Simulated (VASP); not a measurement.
PbS, 4 atoms in the cell. The cell holds a slab with vacuum, 4 atoms: a = 11.298 Å, b = 4.250 Å, c = 4.250 Å, α = 89.97°, β = 90.00°, γ = 90.00°. 

- Program: VASP 6.6.1
- Task: single point
- Functional: pbesol exchange, lyp correlation
- Potentials or basis: VASP PAW PBE potentials, release 64 (Pb_d, S)
- Cutoff: 500 eV
- k mesh: 2 × 5 × 5
- Occupations: gaussian, width 0.01 eV
- Spin: no spin polarisation
- Dipole correction: no
- Further INCAR settings: ALGO = Normal; EDIFF = 1e-06; NBANDS = 28

Potentials or basis: VASP PAW PBE potentials, release 64 (Pb_d, S).

Command:

```sh
$ cat potpaw_PBE.64/Pb_d/POTCAR potpaw_PBE.64/S/POTCAR > POTCAR
$ mpirun -np 1 vasp_std > vasp.out
```

Hardware: 1 thread of Intel(R) Xeon(R) Platinum 8488C (Sapphire Rapids), on a shared host.

Q: How long does it take, and how much memory?

A: It took 81 s on 1 thread of Intel(R) Xeon(R) Platinum 8488C (Sapphire Rapids), on a shared host, peak memory 0.32 GiB. Counts: scf iterations 17, k points 18.
